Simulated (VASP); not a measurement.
Wanted: the native input for a VASP 6.6.1 run.

| Item | Value |
| --- | --- |
| Task | single point |
| Functional | PBE |
| Dispersion | D3(BJ) |
| Potentials or basis | VASP PAW PBE potentials, release 64 (P) |
| Cutoff | 520 eV |
| k mesh | 9 × 9 × 1 |
| Occupations | gaussian, width 0.02 eV |
| Spin | no spin polarisation |
| Dipole correction | yes |
| Further INCAR settings | ALGO = Normal; EDIFF = 1e-06; NBANDS = 12 |

The structure of P lies in POSCAR:

```
P
1.0
    3.3240000000      0.0000000000      0.0000000000
   -1.6620000000      2.8786684422      0.0000000000
    0.0000000000      0.0000000000     28.0000000000
P
2
Direct
    0.3333333333      0.6666666667      0.5047678571
    0.6666666667      0.3333333333      0.4952321429
```

One way to write it, as run:

INCAR

```
SYSTEM = P
PREC = Accurate
ENCUT = 520
EDIFF = 1E-6
ISMEAR = 0
SIGMA = 0.02
LREAL = .False.
LASPH = .True.
NELM = 80
ALGO = Normal
ISIF = 2
LWAVE = .False.
LCHARG = .False.
LDIPOL = .True.
IDIPOL = 3
DIPOL = 0.5 0.5 0.500
GGA = PE
IVDW = 12
NBANDS = 12
```

KPOINTS

```
regular mesh
0
Gamma
  9 9 1
  0 0 0
```

Potentials or basis: VASP PAW PBE potentials, release 64 (P).

Run with:

```bash
$ cat potpaw_PBE.64/P/POTCAR > POTCAR
$ mpirun -np 1 vasp_std > vasp.out
```

Results of the run:

```json
{
  "Largest force": "2.066 eV/Å",
  "Band gap on the k mesh": "zero (band 5 reaches -1.78 eV, above the bottom of band 6 at -3.75 eV)",
  "Dispersion energy per atom": "-0.213 eV"
}
```

It took 100 s on 1 thread of Intel Xeon 6975P-C (shared host), peak memory 0.39 GiB.
